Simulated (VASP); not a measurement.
# As (Pm-3m) in VASP: a series of runs, part 2 of 3

VASP 6.6.1.

## Step 4: Single point, PBE0

This run uses another cell than the first one, of 18.58 Å³/atom, 0.940 times its volume.

File POSCAR:

```
As
1.0
    2.6484890792      0.0000000000      0.0000000000
    0.0000000000      2.6484890792      0.0000000000
    0.0000000000      0.0000000000      2.6484890792
As
1
Direct
    0.5000000000      0.5000000000      0.5000000000
```

File INCAR.step1:

```
PREC     = Accurate       # precision mode
ENCUT    = 520            # plane-wave cutoff, eV
EDIFF    = 1E-5           # SCF threshold, eV
ISMEAR   = -1             # smearing method
SIGMA    = 0.05           # smearing width, eV
LREAL    = F              # projectors in reciprocal space
LASPH    = T              # aspherical terms in the spheres
NELM     = 60             # most SCF steps
ALGO     = Normal         # electronic algorithm
ISIF     = 2              # what is computed and relaxed
LWAVE    = T              # write WAVECAR
LCHARG   = F              # write CHGCAR
GGA      = PE             # functional
NBANDS   = 8              # bands
```

File INCAR.step2:

```
PREC     = Accurate       # precision mode
ENCUT    = 520            # plane-wave cutoff, eV
EDIFF    = 1E-6           # SCF threshold, eV
ISMEAR   = -1             # smearing method
SIGMA    = 0.05           # smearing width, eV
LREAL    = F              # projectors in reciprocal space
LASPH    = T              # aspherical terms in the spheres
NELM     = 60             # most SCF steps
ALGO     = Normal         # electronic algorithm
ISIF     = 2              # what is computed and relaxed
LWAVE    = F              # write WAVECAR
LCHARG   = F              # write CHGCAR
GGA      = PE             # functional
LHFCALC  = T              # exact exchange
AEXX     = 0.25           # exact-exchange fraction
PRECFOCK = Normal       
ISTART   = 1            
NBANDS   = 8              # bands
```

File KPOINTS:

```
regular mesh
0
Gamma
  6 6 6
```

Potentials or basis: VASP PAW PBE potentials, release 64 (As).

Run with:

```
$ cat potpaw_PBE.64/As/POTCAR > POTCAR
$ cp INCAR.step1 INCAR
$ mpirun -np 1 vasp_std > vasp.out
$ cp INCAR.step2 INCAR
$ mpirun -np 1 vasp_std > vasp.out
```

OUTCAR:

```text
PREC = Accurate
   ENCUT = 520
   EDIFF = 1E-6
   ISMEAR = -1
   LREAL = F
   LASPH = T
   NELM = 60
   ISIF = 2
   GGA = PE
   LHFCALC = T
   AEXX = 0.25
   PRECFOCK = Normal
   ISTART = 1

 ion  position               nearest neighbor table
   1  0.500  0.500  0.500-

  LATTYP: Found a simple cubic cell.
 ALAT       =     2.6484890792

  Lattice vectors:

 A1 = (   2.6484890792,   0.0000000000,   0.0000000000)
 A2 = (   0.0000000000,   2.6484890792,   0.0000000000)
 A3 = (   0.0000000000,   0.0000000000,   2.6484890792)

Analysis of symmetry for initial positions (statically):
=====================================================================
 Subroutine PRICEL returns:
 Original cell was already a primitive cell.

 Routine SETGRP: Setting up the symmetry group for a
 simple cubic supercell.

 Subroutine GETGRP returns: Found 48 space group operations
[... 9 lines left out ...]

 Routine SETGRP: Setting up the symmetry group for a
 simple cubic supercell.

 Subroutine GETGRP returns: Found 48 space group operations
[... 11 lines left out ...]
                                     Primitive cell

  volume of cell :      18.5778

  direct lattice vectors                    reciprocal lattice vectors
     2.648489079  0.000000000  0.000000000     0.377573768  0.000000000  0.000000000
     0.000000000  2.648489079  0.000000000     0.000000000  0.377573768  0.000000000
     0.000000000  0.000000000  2.648489079     0.000000000  0.000000000  0.377573768

  length of vectors
     2.648489079  2.648489079  2.648489079     0.377573768  0.377573768  0.377573768

  position of ions in fractional coordinates (direct lattice)
     0.500000000  0.500000000  0.500000000

  ion indices of the primitive-cell ions
   primitive index   ion index
                 1           1

----------------------------------------------------------------------------------------

[... 89 lines left out ...]
   GGA     = PE    functional components
   LHFCALC =     T    Hartree Fock is set to
   PRECFOCK=normal    Normal, Fast or Accurate (Low or Medium for compatibility)
   ENCUT4O =  -1.0   cutoff for four orbital integrals eV
   NKREDX  =     1    reduce k-point grid by
   NKREDY  =     1    reduce k-point grid by
   NKREDZ  =     1    reduce k-point grid by
   AEXX    =    0.2500 exact exchange contribution
   HFSCREEN=    0.0000 screening length (either q_TF or 0.3 A-1)
   HFSCREENC=   0.0000 screening length for correlation (either q_TF or 0.3 A-1)
   ENCUTFOCK=  -1.0 apply spherical cutoff to Coloumb kernel
   IVDW    =     0    specifies the selected vdW correction
   LEPSILON=     F    determine dielectric tensor
   LRPA    =     F    only Hartree local field effects (RPA)
 non-spin polarized calculation
  energy-cutoff  :      520.00
  volume of cell :       18.58
 maximum number of plane-waves:       512
 NGX is ok and might be reduce to    20
  NGX = 16; NGY = 16; NGZ = 16

 number of electron       5.0000000 magnetization

 Free energy of the ion-electron system (eV)
  ---------------------------------------------------
  ext. energy  EPLUGINS =         0.00000000
  ---------------------------------------------------
  free energy    TOTEN  =        -6.01642828 eV

  energy without entropy =       -6.01642589  energy(sigma->0) =       -6.01642708

 E-fermi :   7.0436     XC(G=0):  -8.4675

 val. band max:        6.4950715506   @ k =   0.1667   0.1667   0.0000
 cond. band min:       7.6159762249   @ k =   0.1667   0.1667   0.1667
 fundamental gap:      1.1209046743
 Fermi energy:         7.0436082928

 k-point     1 :       0.0000    0.0000    0.0000
  band No.  band energies     occupation
      1     -11.2758      2.00000
      2      11.8970      0.00000
      3      11.8970      0.00000
      4      11.8970      0.00000
      5      15.9966      0.00000
      6      15.9966      0.00000
      7      18.8287      0.00000
      8      33.8655      0.00000
[... 199 lines left out ...]
 k-point    20 :       0.5000    0.5000    0.5000
  band No.  band energies     occupation
      1       1.5058      2.00000
      2       3.8527      2.00000
      3       3.8527      2.00000
      4       3.8527      2.00000
      5      13.2325      0.00000
      6      13.2325      0.00000
      7      13.2325      0.00000
      8      17.0396      0.00000

------------------------ aborting loop because EDIFF is reached ----------------------------------------

  FORCE on cell =-STRESS in cart. coord.  units (eV):
  Direction    XX          YY          ZZ          XY          YZ          ZX
  --------------------------------------------------------------------------------------
  -------------------------------------------------------------------------------------
  Total        0.4858303      0.4858303      0.4858303     -0.0000000     -0.0000000      0.0000000
  in kB       41.8987061     41.8987061     41.8987061     -0.0000000     -0.0000000      0.0000000
  external PRESSURE =      41.8987061 kB  Pullay stress =       0.0000000 kB

 VOLUME and BASIS-vectors are now :
 -----------------------------------------------------------------------------
  energy-cutoff  :      520.00
  volume of cell :       18.58
      direct lattice vectors                 reciprocal lattice vectors
     2.648489079  0.000000000  0.000000000     0.377573768  0.000000000  0.000000000
     0.000000000  2.648489079  0.000000000     0.000000000  0.377573768  0.000000000
     0.000000000  0.000000000  2.648489079     0.000000000  0.000000000  0.377573768

 POSITION                                       TOTAL-FORCE (eV/Angst)
 -----------------------------------------------------------------------------------
      1.32424      1.32424      1.32424         0.000000      0.000000      0.000000
 -----------------------------------------------------------------------------------
    total drift:                                0.000000      0.000000      0.000000

  FREE ENERGIE OF THE ION-ELECTRON SYSTEM (eV)
  ---------------------------------------------------
  free  energy   TOTEN  =        -6.0164282800 eV

  energy  without entropy=       -6.0164258891  energy(sigma->0) =       -6.01642708
```

OUTCAR.step1:

```text
PREC = Accurate
   ENCUT = 520
   EDIFF = 1E-5
   ISMEAR = -1
   LREAL = F
[... 429 lines left out ...]

 POSITION                                       TOTAL-FORCE (eV/Angst)
 -----------------------------------------------------------------------------------
      1.32424      1.32424      1.32424         0.000000      0.000000      0.000000
 -----------------------------------------------------------------------------------
    total drift:                                0.000000     -0.000000      0.000000

  FREE ENERGIE OF THE ION-ELECTRON SYSTEM (eV)
  ---------------------------------------------------
  free  energy   TOTEN  =        -4.5375593140 eV

  energy  without entropy=       -4.5366623486  energy(sigma->0) =       -4.53711083
```

Wall time 62 s (1 thread of Intel Xeon 6975P-C (Granite Rapids), shared host); peak memory 0.13 GiB.

What came out:

| Property | Result |
| --- | --- |
| Free energy | -6.0164 eV |
| Pressure | 4.2 GPa |

Levels at points of the mesh, in eV from the Fermi level:
| k point | band 1 | band 2 | band 3 | band 4 | band 5 |
| --- | --- | --- | --- | --- | --- |
| (0.00, 0.00, 0.00) | -18.32 | 4.85 | 4.85 | 4.85 | 8.95 |
| (0.50, 0.00, 0.00) | -14.50 | -9.37 | 7.70 | 7.70 | 12.00 |
| (0.50, 0.50, 0.00) | -10.42 | -6.18 | -6.18 | 2.37 | 10.32 |
| (0.50, 0.50, 0.50) | -5.54 | -3.19 | -3.19 | -3.19 | 6.19 |

Caveat: the k points lie up to 0.40 Å⁻¹ apart; the PAW data sets were made with another functional, which shifts forces and pressure a little.

## Step 5: Single point, PBE0

This run uses another cell than the first one, of 18.97 Å³/atom, 0.960 times its volume.

File POSCAR:

```
As
1.0
    2.6671410253      0.0000000000      0.0000000000
    0.0000000000      2.6671410253      0.0000000000
    0.0000000000      0.0000000000      2.6671410253
As
1
Direct
    0.5000000000      0.5000000000      0.5000000000
```

File INCAR.step1:

```
SYSTEM = As
PREC = Accurate ; ENCUT = 520
EDIFF = 1E-5 ; ISMEAR = -1
SIGMA = 0.05 ; LREAL = .FALSE.
LASPH = .TRUE. ; NELM = 60
ALGO = Normal ; ISIF = 2
LWAVE = .TRUE. ; LCHARG = .FALSE.
GGA = PE ; NBANDS = 8
```

File INCAR.step2:

```
SYSTEM = As
PREC = Accurate ; ENCUT = 520
EDIFF = 1E-6 ; ISMEAR = -1
SIGMA = 0.05 ; LREAL = .FALSE.
LASPH = .TRUE. ; NELM = 60
ALGO = Normal ; ISIF = 2
LWAVE = .FALSE. ; LCHARG = .FALSE.
GGA = PE ; LHFCALC = .TRUE.
AEXX = 0.25 ; PRECFOCK = Normal
ISTART = 1 ; NBANDS = 8
```

File KPOINTS:

```
regular mesh
0
G
  6 6 6
  0 0 0
```

Potentials or basis: VASP PAW PBE potentials, release 64 (As).

Run with:

```
$ cat potpaw_PBE.64/As/POTCAR > POTCAR
$ cp INCAR.step1 INCAR
$ mpirun -np 1 vasp_std > vasp.out
$ cp INCAR.step2 INCAR
$ mpirun -np 1 vasp_std > vasp.out
```

OUTCAR:

```text
SYSTEM = As
   PREC = Accurate
   ENCUT = 520
   EDIFF = 1E-6
   ISMEAR = -1
   LREAL = .FALSE.
   LASPH = .TRUE.
   NELM = 60
   ISIF = 2
   GGA = PE
   LHFCALC = .TRUE.
   AEXX = 0.25
   PRECFOCK = Normal
   ISTART = 1

 ion  position               nearest neighbor table
   1  0.500  0.500  0.500-

  LATTYP: Found a simple cubic cell.
 ALAT       =     2.6671410253

  Lattice vectors:

 A1 = (   2.6671410253,   0.0000000000,   0.0000000000)
 A2 = (   0.0000000000,   2.6671410253,   0.0000000000)
 A3 = (   0.0000000000,   0.0000000000,   2.6671410253)

Analysis of symmetry for initial positions (statically):
=====================================================================
 Subroutine PRICEL returns:
 Original cell was already a primitive cell.

 Routine SETGRP: Setting up the symmetry group for a
 simple cubic supercell.

 Subroutine GETGRP returns: Found 48 space group operations
[... 9 lines left out ...]

 Routine SETGRP: Setting up the symmetry group for a
 simple cubic supercell.

[... 152 lines left out ...]

 E-fermi :   6.7872     XC(G=0):  -8.3966

 val. band max:        6.2700510471   @ k =   0.1667   0.1667   0.0000
 cond. band min:       7.3235792204   @ k =   0.5000   0.3333   0.3333
 fundamental gap:      1.0535281734
 Fermi energy:         6.7872359126

 k-point     1 :       0.0000    0.0000    0.0000
  band No.  band energies     occupation
      1     -11.3123      2.00000
      2      11.5516      0.00000
      3      11.5516      0.00000
      4      11.5516      0.00000
      5      15.7238      0.00000
      6      15.7238      0.00000
      7      18.3726      0.00000
      8      33.3260      0.00000
[... 199 lines left out ...]
 k-point    20 :       0.5000    0.5000    0.5000
  band No.  band energies     occupation
      1       1.0571      2.00000
      2       3.6483      2.00000
      3       3.6483      2.00000
      4       3.6483      2.00000
      5      13.0170      0.00000
      6      13.0170      0.00000
      7      13.0170      0.00000
      8      16.8065      0.00000

------------------------ aborting loop because EDIFF is reached ----------------------------------------

  FORCE on cell =-STRESS in cart. coord.  units (eV):
  Direction    XX          YY          ZZ          XY          YZ          ZX
  --------------------------------------------------------------------------------------
  -------------------------------------------------------------------------------------
  Total        0.2147199      0.2147199      0.2147199     -0.0000000      0.0000000      0.0000000
  in kB       18.1319643     18.1319643     18.1319643     -0.0000000      0.0000000      0.0000000
  external PRESSURE =      18.1319643 kB  Pullay stress =       0.0000000 kB

 VOLUME and BASIS-vectors are now :
 -----------------------------------------------------------------------------
  energy-cutoff  :      520.00
  volume of cell :       18.97
      direct lattice vectors                 reciprocal lattice vectors
     2.667141025  0.000000000  0.000000000     0.374933305  0.000000000  0.000000000
     0.000000000  2.667141025  0.000000000     0.000000000  0.374933305  0.000000000
     0.000000000  0.000000000  2.667141025     0.000000000  0.000000000  0.374933305

 POSITION                                       TOTAL-FORCE (eV/Angst)
 -----------------------------------------------------------------------------------
      1.33357      1.33357      1.33357         0.000000      0.000000      0.000000
 -----------------------------------------------------------------------------------
    total drift:                               -0.000000     -0.000000     -0.000000

  FREE ENERGIE OF THE ION-ELECTRON SYSTEM (eV)
  ---------------------------------------------------
  free  energy   TOTEN  =        -6.0238454933 eV

  energy  without entropy=       -6.0238412722  energy(sigma->0) =       -6.02384338
```

OUTCAR.step1:

```text
SYSTEM = As
   PREC = Accurate
   ENCUT = 520
   EDIFF = 1E-5
   ISMEAR = -1
   LREAL = .FALSE.
[... 431 lines left out ...]
 -----------------------------------------------------------------------------------
      1.33357      1.33357      1.33357         0.000000      0.000000      0.000000
 -----------------------------------------------------------------------------------
    total drift:                                0.000000     -0.000000      0.000000

  FREE ENERGIE OF THE ION-ELECTRON SYSTEM (eV)
  ---------------------------------------------------
  free  energy   TOTEN  =        -4.5568037239 eV

  energy  without entropy=       -4.5551634140  energy(sigma->0) =       -4.55598357
```

OSZICAR.step1:

```text
N       E                     dE             d eps       ncg     rms          rms(c)
DAV:   1     0.843048885017E+01    0.84305E+01   -0.21102E+03   320   0.450E+02
DAV:   2    -0.436571305587E+01   -0.12796E+02   -0.12418E+02   432   0.586E+01
DAV:   3    -0.455325998403E+01   -0.18755E+00   -0.18752E+00   376   0.953E+00
DAV:   4    -0.455347464362E+01   -0.21466E-03   -0.21466E-03   488   0.324E-01
DAV:   5    -0.455347469387E+01   -0.50251E-07   -0.50289E-07   368   0.419E-03    0.227E+00
DAV:   6    -0.455514451516E+01   -0.16698E-02   -0.57561E-04   376   0.200E-01    0.136E+00
DAV:   7    -0.455674098902E+01   -0.15965E-02   -0.16520E-03   328   0.331E-01    0.836E-02
DAV:   8    -0.455680140806E+01   -0.60419E-04   -0.55903E-05   392   0.544E-02    0.726E-03
DAV:   9    -0.455680372385E+01   -0.23158E-05   -0.23079E-06   336   0.106E-02
   1 F= -.45568037E+01 E0= -.45559836E+01  d E =-.164031E-02
```

Run time: 62 s. Hardware: 1 thread of Intel Xeon 6975P-C (Granite Rapids), shared host; peak memory 0.13 GiB.

Results:

```
Free energy : -6.0238 eV
Pressure    : 1.8 GPa
```

Caveat: the k points lie up to 0.39 Å⁻¹ apart; the PAW data sets were made with another functional, which shifts forces and pressure a little.

[end of part 2 of 3]
